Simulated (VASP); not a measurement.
# Ta in VASP: single point with r2SCAN+rVV10

Aim: the single point of Ta with r2SCAN+rVV10.

Everything below comes from runs of VASP 6.6.1. Logs are shortened: lines on timing, memory, paths and dates and some standing lists are left out, and cuts for length are marked.

**1. The cell of the first run**

The cell holds a slab with vacuum, 4 atoms: a = 3.380 Å, b = 3.380 Å, c = 26.338 Å, α = 90.00°, β = 90.00°, γ = 90.00°.

**2. Single point, r2SCAN+rVV10**

POSCAR

```
Ta
1.0
    3.3804403246      0.0000000000      0.0000000000
    0.0000000000      3.3804403246      0.0000000000
    0.0000000000      0.0000000000     26.3381442742
Ta
4
Direct
    0.0000000000      0.0000000000      0.5877991674
    0.5000000000      0.5000000000      0.6417094796
    1.0000000000      0.0000000000      0.7049339955
    0.5000000000      0.5000000000      0.7572037784
```

INCAR.step1

```
  PREC = Accurate
  ENCUT = 440
  ISMEAR = 1
  SIGMA = 0.1
  LREAL = F
  LASPH = T
  NELM = 120
  LDIPOL = T
  IDIPOL = 3
  DIPOL = 0.5 0.5 0.673
  NBANDS = 30
  GGA = PE
  ALGO = Normal
  EDIFF = 1E-5
  LWAVE = T
  LCHARG = F
  GGA_COMPAT = F
  NELMDL = -8
```

INCAR.step2

```
  PREC = Accurate
  ENCUT = 440
  EDIFF = 1E-6
  ISMEAR = 1
  SIGMA = 0.1
  LREAL = F
  LASPH = T
  NELM = 120
  ALGO = Normal
  ISIF = 2
  LWAVE = F
  LCHARG = F
  LDIPOL = T
  IDIPOL = 3
  DIPOL = 0.5 0.5 0.673
  METAGGA = R2SCAN
  LMIXTAU = T
  LUSE_VDW = T
  IVDW_NL = 2
  BPARAM = 11.95
  CPARAM = 0.0093
  NBANDS = 30
  ISTART = 1
  GGA_COMPAT = F
```

KPOINTS

```
Automatic mesh
0
Gamma
  12 12 1
```

Potentials or basis: VASP PAW PBE potentials, release 64 (Ta_pv).

The run is started by

```console
$ cat potpaw_PBE.64/Ta_pv/POTCAR > POTCAR
$ cp INCAR.step1 INCAR
$ mpirun -np 1 vasp_std > vasp.out
$ cp INCAR.step2 INCAR
$ mpirun -np 1 vasp_std > vasp.out
```

OUTCAR:

```text
PREC = Accurate
   ENCUT = 440
   EDIFF = 1E-6
   ISMEAR = 1
   LREAL = F
   LASPH = T
   NELM = 120
   ISIF = 2
   METAGGA = R2SCAN
   IVDW_NL = 2
   BPARAM = 11.95
   ISTART = 1

 ion  position               nearest neighbor table
   1  0.000  0.000  0.588-   2 2.78   2 2.78   2 2.78   2 2.78   3 3.09
   2  0.500  0.500  0.642-   1 2.78   1 2.78   1 2.78   1 2.78   3 2.91   3 2.91   3 2.91   3 2.91
                             4 3.04
   3  0.000  0.000  0.705-   4 2.76   4 2.76   4 2.76   4 2.76   2 2.91   2 2.91   2 2.91   2 2.91
                             1 3.09
   4  0.500  0.500  0.757-   3 2.76   3 2.76   3 2.76   3 2.76   2 3.04

  LATTYP: Found a simple tetragonal cell.
 ALAT       =     3.3804403246
 C/A-ratio  =     7.7913353721

  Lattice vectors:

 A1 = (   3.3804403246,   0.0000000000,   0.0000000000)
 A2 = (   0.0000000000,   3.3804403246,   0.0000000000)
 A3 = (   0.0000000000,   0.0000000000,  26.3381442742)

Analysis of symmetry for initial positions (statically):
=====================================================================
 Subroutine PRICEL returns:
 Original cell was already a primitive cell.

 Routine SETGRP: Setting up the symmetry group for a
 simple tetragonal supercell.

 Subroutine GETGRP returns: Found  8 space group operations
 (whereof  8 operations were pure point group operations)
 out of a pool of 16 trial point group operations.

The static configuration has the point symmetry C_4v.

Analysis of symmetry for dynamics (positions and initial velocities):
=====================================================================
 Subroutine PRICEL returns:
 Original cell was already a primitive cell.

 Routine SETGRP: Setting up the symmetry group for a
 simple tetragonal supercell.

 Subroutine GETGRP returns: Found  8 space group operations
 (whereof  8 operations were pure point group operations)
 out of a pool of 16 trial point group operations.

The dynamic configuration has the point symmetry C_4v.

 Subroutine INISYM returns: Found  8 space group operations
 (whereof  8 operations are pure point group operations),
 and found     1 'primitive' translations

----------------------------------------------------------------------------------------

                                     Primitive cell

  volume of cell :     300.9759

  direct lattice vectors                    reciprocal lattice vectors
     3.380440325  0.000000000  0.000000000     0.295819451  0.000000000  0.000000000
     0.000000000  3.380440325  0.000000000     0.000000000  0.295819451  0.000000000
     0.000000000  0.000000000 26.338144274     0.000000000  0.000000000  0.037967747

  length of vectors
     3.380440325  3.380440325 26.338144274     0.295819451  0.295819451  0.037967747

  position of ions in fractional coordinates (direct lattice)
     0.000000000  0.000000000  0.587799167
     0.500000000  0.500000000  0.641709480
     0.000000000  0.000000000  0.704933995
     0.500000000  0.500000000  0.757203778

  ion indices of the primitive-cell ions
   primitive index   ion index
                 1           1
                 2           2
                 3           3
                 4           4

----------------------------------------------------------------------------------------

 KPOINTS: Automatic mesh

Automatic generation of k-mesh.
 Grid dimensions read from file:
 generate k-points for:   12   12    1

 Generating k-lattice:

  Cartesian coordinates                     Fractional coordinates (reciprocal lattice)
     0.024651621  0.000000000  0.000000000     0.083333333  0.000000000  0.000000000
     0.000000000  0.024651621  0.000000000     0.000000000  0.083333333  0.000000000
     0.000000000  0.000000000  0.037967747     0.000000000  0.000000000  1.000000000

  Length of vectors
     0.024651621  0.024651621  0.037967747

  Shift w.r.t. Gamma in fractional coordinates (k-lattice)
     0.000000000  0.000000000  0.000000000

 Subroutine IBZKPT returns following result:
 ===========================================

 Found     28 irreducible k-points:

 Following reciprocal coordinates:
            Coordinates               Weight
  0.000000  0.000000  0.000000      1.000000
  0.083333  0.000000  0.000000      4.000000
  0.166667  0.000000  0.000000      4.000000
  0.250000  0.000000  0.000000      4.000000
  0.333333  0.000000  0.000000      4.000000
  0.416667  0.000000  0.000000      4.000000
[... 16 lines left out ...]
  0.333333  0.333333  0.000000      4.000000
  0.416667  0.333333  0.000000      8.000000
 [... further k-points ...]
   k-points           NKPTS =     28   k-points in BZ     NKDIM =     28   number of bands    NBANDS=     30
   number of dos      NEDOS =    301   number of ions     NIONS =      4
   total plane-waves  NPLWV = 103680
   dimension x,y,z NGX =    24 NGY =   24 NGZ =  180
   dimension x,y,z NGXF=    48 NGYF=   48 NGZF=  360
   ions per type =               4
   NGX,Y,Z   is equivalent  to a cutoff of  11.80, 11.80, 11.36 a.u.
   NGXF,Y,Z  is equivalent  to a cutoff of  23.61, 23.61, 22.72 a.u.
 SYSTEM =  unknown system
   PREC   = accura    normal or accurate (medium, high low for compatibility)
   ISTART =      1    job   : 0-new  1-cont  2-samecut
   ICHARG =      0    charge: 1-file 2-atom 10-const
   ISPIN  =      1    spin polarized calculation?
   LNONCOLLINEAR =      F non collinear calculations
   LSORBIT =      F    spin-orbit coupling
   LASPH  =      T    aspherical Exc in radial PAW
   ENCUT  =  440.0 eV  32.34 Ry    5.69 a.u.   5.78  5.78 45.05*2*pi/ulx,y,z
   NELM   =    120;   NELMIN=  2; NELMDL=  0     # of ELM steps
   EDIFF  = 0.1E-05   stopping-criterion for ELM
   LREAL  =      F    real-space projection
   EDIFFG = 0.1E-04   stopping-criterion for IOM
   NSW    =      0    number of steps for IOM
   IBRION =     -1    ionic relax: 0-MD 1-quasi-New 2-CG
   NFREE  =      0    steps in history (QN), initial steepest desc. (CG)
   ISIF   =      2    stress and relaxation
   ISYM   =      2    0-nonsym 1-usesym 2-fastsym
   POTIM  = 0.5000    time-step for ionic-motion
   TEBEG  =    0.0;   TEEND  =   0.0 temperature during run
   PSTRESS=    0.0 pullay stress
   NELECT =      44.0000    total number of electrons
   NUPDOWN=      -1.0000    fix difference up-down
   EMIN   =  10.00;   EMAX   =-10.00  energy-range for DOS
   EFERMI =   0.00;   METHOD = LEGACY
   ISMEAR =     1;   SIGMA  =   0.10  broadening in eV -4-tet -1-fermi 0-gaus
   EFERMI_NEDOS =   21; number of points for ismear=-14 and -15
   IALGO  =     38    algorithm
   IMIX   =      4    mixing-type and parameters
     AMIX     =   0.40;   BMIX     =  1.00
     AMIX_MAG =   1.60;   BMIX_MAG =  1.00
  volume/ion in A,a.u.               =      75.24       507.77
  Fermi-wavevector in a.u.,A,eV,Ry     =   0.862413  1.629724 10.119410  0.743756
  Thomas-Fermi vector in A             =   1.980211
   LORBIT       =      0    0 simple, 1 ext, 2 COOP (PROOUT), +10 PAW based schemes
   METAGGA = R2SCAN    functional components
   LHFCALC =     F    Hartree Fock is set to
   AEXX    =    0.0000 exact exchange contribution
   IVDW_NL    =     2    kernel type
   BPARAM     =11.9500
   IVDW    =     0    specifies the selected vdW correction
   LEPSILON=     F    determine dielectric tensor
   LRPA    =     F    only Hartree local field effects (RPA)
 non-spin polarized calculation
 Methfessel and Paxton  Order N= 1 SIGMA  =   0.10
  energy-cutoff  :      440.00
  volume of cell :      300.98
 maximum number of plane-waves:      6360
 NGX is ok and might be reduce to    24
   NGX = 11   NGY = 11   NGZ = 91

 dipolmoment           0.000000      0.000000      0.016648 electrons x Angstroem

 number of electron      43.9999984 magnetization

 dipolmoment           0.000000      0.000000     -0.002476 electrons x Angstroem

 Free energy of the ion-electron system (eV)
  ---------------------------------------------------
  ext. energy  EPLUGINS =         0.00000000
  ---------------------------------------------------
  free energy    TOTEN  =      -189.12662878 eV

  energy without entropy =     -189.13139820  energy(sigma->0) =     -189.12821859

 E-fermi :  -1.3985     XC(G=0):  -4.1601

 val. band max:       -1.3992362463   @ k =   0.0000   0.0000   0.0000
 cond. band min:      -1.3944583928   @ k =   0.0000   0.0000   0.0000
 fundamental gap:      0.0047778535
 Fermi energy:        -1.3984518038

 k-point     1 :       0.0000    0.0000    0.0000
  band No.  band energies     occupation
      1     -37.3872      2.00000
      2     -37.3003      2.00000
      3     -37.2207      2.00000
      4     -37.2207      2.00000
      5     -37.1449      2.00000
      6     -37.1449      2.00000
[... 22 lines left out ...]
     29       0.2197     -0.00000
     30       2.1027      0.00000

 k-point     2 :       0.0833    0.0000    0.0000
  band No.  band energies     occupation
      1     -37.3962      2.00000
      2     -37.3081      2.00000
      3     -37.2285      2.00000
      4     -37.2119      2.00000
      5     -37.1637      2.00000
      6     -37.1377      2.00000
[... 22 lines left out ...]
     29       0.6726      0.00000
     30       1.9941      0.00000

 k-point     3 :       0.1667    0.0000    0.0000
  band No.  band energies     occupation
      1     -37.4192      2.00000
      2     -37.3352      2.00000
      3     -37.2551      2.00000
      4     -37.2002      2.00000
      5     -37.1876      2.00000
      6     -37.1170      2.00000
[... 682 lines left out ...]
     29       2.4759      0.00000
     30       2.8225      0.00000

 k-point    24 :       0.4167    0.3333    0.0000
  band No.  band energies     occupation
      1     -37.4418      2.00000
      2     -37.4308      2.00000
      3     -37.3944      2.00000
      4     -37.3553      2.00000
      5     -37.2820      2.00000
      6     -37.2215      2.00000
[... 22 lines left out ...]
     29       2.5368      0.00000
     30       2.6784      0.00000

 [... further k-points ...]

------------------------ aborting loop because EDIFF is reached ----------------------------------------

 vacuum level on the upper side and lower side of the slab       (xc-potential included)         0.023         0.060

  FORCE on cell =-STRESS in cart. coord.  units (eV):
  Direction    XX          YY          ZZ          XY          YZ          ZX
  --------------------------------------------------------------------------------------
  -------------------------------------------------------------------------------------
  Total       -4.4956505     -4.4956505      0.2649735      0.0000000      0.0000000      0.0000000
  in kB      -23.9315818    -23.9315818      1.4105265      0.0000000      0.0000000      0.0000000
  external PRESSURE =     -15.4842123 kB  Pullay stress =       0.0000000 kB

 VOLUME and BASIS-vectors are now :
 -----------------------------------------------------------------------------
  energy-cutoff  :      440.00
  volume of cell :      300.98
      direct lattice vectors                 reciprocal lattice vectors
     3.380440325  0.000000000  0.000000000     0.295819451  0.000000000  0.000000000
     0.000000000  3.380440325  0.000000000     0.000000000  0.295819451  0.000000000
     0.000000000  0.000000000 26.338144274     0.000000000  0.000000000  0.037967747

 POSITION                                       TOTAL-FORCE (eV/Angst)
 -----------------------------------------------------------------------------------
      0.00000      0.00000     15.48154         0.000000      0.000000      0.004563
      1.69022      1.69022     16.90144        -0.000000      0.000000      0.076162
      0.00000      0.00000     18.56665        -0.000000     -0.000000     -0.398008
      1.69022      1.69022     19.94334        -0.000000      0.000000      0.317283
 -----------------------------------------------------------------------------------
    total drift:                                0.000000     -0.000000      0.000706

  FREE ENERGIE OF THE ION-ELECTRON SYSTEM (eV)
  ---------------------------------------------------
  free  energy   TOTEN  =      -189.1266287843 eV

  energy  without entropy=     -189.1313982029  energy(sigma->0) =     -189.12821859

 vacuum level on the upper side and lower side of the slab         2.385         2.424
```

Run time: 42 min. Hardware: 1 thread of Oxide Virtual Turin-like, shared host; peak memory 0.76 GiB.

Results:

```
Free energy            : -189.1266 eV
Largest force          : 0.398 eV/Å
Band gap on the k mesh : zero (bands 22 and 23 overlap by 0.86 eV)
```

Forces on the atoms (eV/Å):
```
Ta   0.000  0.000  0.005
Ta   0.000  0.000  0.076
Ta   0.000  0.000 -0.398
Ta   0.000  0.000  0.317
```

Caveat: the PAW data sets were made with another functional, which shifts forces and pressure a little; spin-orbit coupling is left out, which moves the levels of the heavy elements.
